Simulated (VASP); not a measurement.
# Co (P6_3/mmc) in VASP: notebook, part 2 of 2

VASP 6.6.1. Earlier steps stand in the parts before.

### Step 3. Single point, PBEsol, collinear spin, ferromagnetic start (strain +0.0150 x Voigt [0, 0, 1, 0, 0, 0])

Contents of INCAR:

```
PREC = Accurate
ENCUT = 520
EDIFF = 1E-6
ISMEAR = 0
SIGMA = 0.15
LREAL = F
LASPH = T
NELM = 150
ALGO = Normal
ISIF = 2
LWAVE = F
LCHARG = F
ISPIN = 2
MAGMOM = 1.8 1.8
LORBIT = 11
LMAXMIX = 4
GGA = PS
NBANDS = 20
```

Contents of KPOINTS:

```
regular mesh
0
Gamma
  30 30 16
```

Contents of POSCAR:

```
Co
1.0
    2.4564189030      0.0000000000      0.0000000000
   -1.2282094515      2.1273211723      0.0000000000
    0.0000000000      0.0000000000      4.0290131533
Co
2
Direct
    0.6666666667      0.3333333333      0.2500000000
    0.3333333333      0.6666666667      0.7500000000
```

Potentials or basis: VASP PAW PBE potentials, release 64 (Co).

On the command line:

```
> cat potpaw_PBE.64/Co/POTCAR > POTCAR
> mpirun -np 1 vasp_std > vasp.out
```

OUTCAR:

```text
PREC = Accurate
   ENCUT = 520
   EDIFF = 1E-6
   ISMEAR = 0
   LREAL = F
   LASPH = T
   NELM = 150
   ISIF = 2
   ISPIN = 2
   LORBIT = 11
   GGA = PS

 ion  position               nearest neighbor table
   1  0.667  0.333  0.250-   2 2.46   2 2.46   2 2.46   2 2.46   2 2.46   2 2.46
   2  0.333  0.667  0.750-   1 2.46   1 2.46   1 2.46   1 2.46   1 2.46   1 2.46

  LATTYP: Found a hexagonal cell.
 ALAT       =     2.4564189030
 C/A-ratio  =     1.6401979110

  Lattice vectors:

 A1 = (   2.4564189030,   0.0000000000,   0.0000000000)
 A2 = (  -1.2282094515,   2.1273211723,   0.0000000000)
 A3 = (   0.0000000000,   0.0000000000,   4.0290131533)

Analysis of symmetry for initial positions (statically):
=====================================================================
 Subroutine PRICEL returns:
 Original cell was already a primitive cell.

 Routine SETGRP: Setting up the symmetry group for a
 hexagonal supercell.

 Subroutine GETGRP returns: Found 24 space group operations
 (whereof 12 operations were pure point group operations)
 out of a pool of 24 trial point group operations.

The static configuration has the point symmetry D_3d.
 The point group associated with its full space group is D_6h.

Analysis of symmetry for dynamics (positions and initial velocities):
=====================================================================
 Subroutine PRICEL returns:
 Original cell was already a primitive cell.

 Routine SETGRP: Setting up the symmetry group for a
 hexagonal supercell.

 Subroutine GETGRP returns: Found 24 space group operations
 (whereof 12 operations were pure point group operations)
 out of a pool of 24 trial point group operations.

The dynamic configuration has the point symmetry D_3d.
 The point group associated with its full space group is D_6h.

Analysis of structural, dynamic, and magnetic symmetry:
=====================================================================
 Subroutine PRICEL returns:
 Original cell was already a primitive cell.

 Routine SETGRP: Setting up the symmetry group for a
 hexagonal supercell.

 Subroutine GETGRP returns: Found 24 space group operations
 (whereof 12 operations were pure point group operations)
 out of a pool of 24 trial point group operations.

The overall configuration has the point symmetry D_3d.
 The point group associated with its full space group is D_6h.

 Subroutine INISYM returns: Found 24 space group operations
 (whereof 12 operations are pure point group operations),
 and found     1 'primitive' translations

----------------------------------------------------------------------------------------

                                     Primitive cell

  volume of cell :      21.0540

  direct lattice vectors                    reciprocal lattice vectors
     2.456418903  0.000000000  0.000000000     0.407096688  0.235037382  0.000000000
    -1.228209451  2.127321172  0.000000000     0.000000000  0.470074765  0.000000000
     0.000000000  0.000000000  4.029013153     0.000000000  0.000000000  0.248199736

  length of vectors
     2.456418903  2.456418903  4.029013153     0.470074765  0.470074765  0.248199736

  position of ions in fractional coordinates (direct lattice)
[... 70 lines left out ...]
   PREC   = accura    normal or accurate (medium, high low for compatibility)
   ISTART =      0    job   : 0-new  1-cont  2-samecut
   ICHARG =      2    charge: 1-file 2-atom 10-const
   ISPIN  =      2    spin polarized calculation?
   LNONCOLLINEAR =      F non collinear calculations
   LSORBIT =      F    spin-orbit coupling
   LASPH  =      T    aspherical Exc in radial PAW
   ENCUT  =  520.0 eV  38.22 Ry    6.18 a.u.   4.57  4.57  7.49*2*pi/ulx,y,z
   NELM   =    150;   NELMIN=  2; NELMDL= -5     # of ELM steps
   EDIFF  = 0.1E-05   stopping-criterion for ELM
   LREAL  =      F    real-space projection
   EDIFFG = 0.1E-04   stopping-criterion for IOM
   NSW    =      0    number of steps for IOM
   IBRION =     -1    ionic relax: 0-MD 1-quasi-New 2-CG
   NFREE  =      0    steps in history (QN), initial steepest desc. (CG)
   ISIF   =      2    stress and relaxation
   ISYM   =      2    0-nonsym 1-usesym 2-fastsym
   POTIM  = 0.5000    time-step for ionic-motion
   TEBEG  =    0.0;   TEEND  =   0.0 temperature during run
   PSTRESS=    0.0 pullay stress
   NELECT =      18.0000    total number of electrons
   NUPDOWN=      -1.0000    fix difference up-down
   EMIN   =  10.00;   EMAX   =-10.00  energy-range for DOS
   EFERMI =   0.00;   METHOD = LEGACY
   ISMEAR =     0;   SIGMA  =   0.15  broadening in eV -4-tet -1-fermi 0-gaus
   EFERMI_NEDOS =   21; number of points for ismear=-14 and -15
   IALGO  =     38    algorithm
   IMIX   =      4    mixing-type and parameters
     AMIX     =   0.40;   BMIX     =  1.00
     AMIX_MAG =   1.60;   BMIX_MAG =  1.00
  volume/ion in A,a.u.               =      10.53        71.04
  Fermi-wavevector in a.u.,A,eV,Ry     =   1.553773  2.936205 32.847334  2.414211
  Thomas-Fermi vector in A             =   2.657955
   LORBIT       =     11    0 simple, 1 ext, 2 COOP (PROOUT), +10 PAW based schemes
   GGA     = PS    functional components
   LHFCALC =     F    Hartree Fock is set to
   AEXX    =    0.0000 exact exchange contribution
   IVDW    =     0    specifies the selected vdW correction
   LEPSILON=     F    determine dielectric tensor
   LRPA    =     F    only Hartree local field effects (RPA)
 spin polarized calculation
 Gauss-broadening in eV      SIGMA  =   0.15
  energy-cutoff  :      520.00
  volume of cell :       21.05
 maximum number of plane-waves:       585
   NGX =  9   NGY =  9   NGZ = 15

 number of electron      17.9999981 magnetization       3.1607774

 Free energy of the ion-electron system (eV)
  ---------------------------------------------------
  ext. energy  EPLUGINS =         0.00000000
  ---------------------------------------------------
  free energy    TOTEN  =       -15.47449124 eV

  energy without entropy =      -15.45502233  energy(sigma->0) =      -15.46475679

 E-fermi :  10.5050     XC(G=0): -13.7583

 val. band max:       10.5049148878   @ k =   0.2333   0.0667   0.1250
 cond. band min:      10.5055451914   @ k =   0.3333   0.2000   0.4375
 fundamental gap:      0.0006303036
 Fermi energy:        10.5050317450

 spin component 1

 k-point     1 :       0.0000    0.0000    0.0000
  band No.  band energies     occupation
      1       1.3514      1.00000
      2       5.2027      1.00000
      3       7.7988      1.00000
      4       7.9043      1.00000
      5       7.9043      1.00000
      6       8.2182      1.00000
[... 541 lines left out ...]
     19      34.7990      0.00000
     20      37.9957      0.00000

 [... further k-points ...]

 spin component 2

 k-point     1 :       0.0000    0.0000    0.0000
  band No.  band energies     occupation
      1       1.4162      1.00000
      2       6.1285      1.00000
      3       9.3706      1.00000
      4       9.4884      1.00000
      5       9.4884      1.00000
      6       9.8522      1.00000
[... 541 lines left out ...]
     19      35.2650      0.00000
     20      38.3564      0.00000

 [... further k-points ...]

------------------------ aborting loop because EDIFF is reached ----------------------------------------

  FORCE on cell =-STRESS in cart. coord.  units (eV):
  Direction    XX          YY          ZZ          XY          YZ          ZX
  --------------------------------------------------------------------------------------
  -------------------------------------------------------------------------------------
  Total       -0.3577994     -0.3577994     -0.9756777      0.0000000      0.0000000      0.0000000
  in kB      -27.2280134    -27.2280134    -74.2476656      0.0000000      0.0000000      0.0000000
  external PRESSURE =     -42.9012308 kB  Pullay stress =       0.0000000 kB

 VOLUME and BASIS-vectors are now :
 -----------------------------------------------------------------------------
  energy-cutoff  :      520.00
  volume of cell :       21.05
      direct lattice vectors                 reciprocal lattice vectors
     2.456418903  0.000000000  0.000000000     0.407096688  0.235037382  0.000000000
    -1.228209451  2.127321172  0.000000000     0.000000000  0.470074765  0.000000000
     0.000000000  0.000000000  4.029013153     0.000000000  0.000000000  0.248199736

 POSITION                                       TOTAL-FORCE (eV/Angst)
 -----------------------------------------------------------------------------------
      1.22821      0.70911      1.00725         0.000000      0.000000      0.000000
     -0.00000      1.41821      3.02176        -0.000000     -0.000000      0.000000
 -----------------------------------------------------------------------------------
    total drift:                                0.000000     -0.000000     -0.000000

  FREE ENERGIE OF THE ION-ELECTRON SYSTEM (eV)
  ---------------------------------------------------
  free  energy   TOTEN  =       -15.4744912407 eV

  energy  without entropy=      -15.4550223343  energy(sigma->0) =      -15.46475679

 total charge

# of ion       s       p       d       tot
------------------------------------------
    1        0.502   0.551   7.279   8.332
    2        0.502   0.551   7.279   8.332
--------------------------------------------------
tot          1.003   1.103  14.557  16.663

 magnetization (x)

# of ion       s       p       d       tot
------------------------------------------
    1       -0.015  -0.051   1.656   1.590
    2       -0.015  -0.051   1.656   1.590
--------------------------------------------------
tot         -0.030  -0.102   3.312   3.180
```

OSZICAR:

```text
N       E                     dE             d eps       ncg     rms          rms(c)
DAV:   1     0.831393007200E+02    0.83139E+02   -0.78691E+03 69368   0.120E+03
DAV:   2    -0.134691817021E+02   -0.96608E+02   -0.86915E+02 66340   0.217E+02
DAV:   3    -0.179362801716E+02   -0.44671E+01   -0.42720E+01 74256   0.563E+01
DAV:   4    -0.180034336429E+02   -0.67153E-01   -0.67096E-01 80488   0.608E+00
DAV:   5    -0.180053769929E+02   -0.19433E-02   -0.19432E-02 76036   0.989E-01    0.162E+01
DAV:   6    -0.159404263986E+02    0.20650E+01   -0.82760E+00 74616   0.602E+01    0.716E+00
DAV:   7    -0.155151047071E+02    0.42532E+00   -0.12895E+00 77608   0.214E+01    0.390E+00
DAV:   8    -0.154919552471E+02    0.23149E-01   -0.15985E-02 88836   0.119E+00    0.180E+00
DAV:   9    -0.154751211297E+02    0.16834E-01   -0.24589E-03111020   0.907E-01    0.554E-01
DAV:  10    -0.154746581152E+02    0.46301E-03   -0.55495E-04 87960   0.312E-01    0.186E-01
DAV:  11    -0.154745022706E+02    0.15584E-03   -0.61547E-05 98700   0.111E-01    0.310E-02
DAV:  12    -0.154744930685E+02    0.92021E-05   -0.49667E-06 72912   0.177E-02    0.175E-02
DAV:  13    -0.154744915754E+02    0.14932E-05   -0.20786E-06 60988   0.177E-02    0.973E-03
DAV:  14    -0.154744912407E+02    0.33472E-06   -0.53275E-07 43532   0.717E-03
   1 F= -.15474491E+02 E0= -.15464757E+02  d E =-.194689E-01  mag=     3.1611
```

Wall time 7.4 min (1 thread of Oxide Virtual Turin-like, shared host); peak memory 0.49 GiB.

Results:

```
Free energy                                           : -15.4745 eV
Pressure                                              : -4.3 GPa
Net moment                                            : 3.16 μB per cell
Site moments                                          : Co +1.59 μB
Valence electrons inside the program's atomic spheres : Co 8.33
```

Caveat: the cell differs from its parent crystal (strain +0.0150 x Voigt [0, 0, 1, 0, 0, 0]); the cell stands under tension; the PAW data sets were made with another functional, which shifts forces and pressure a little.
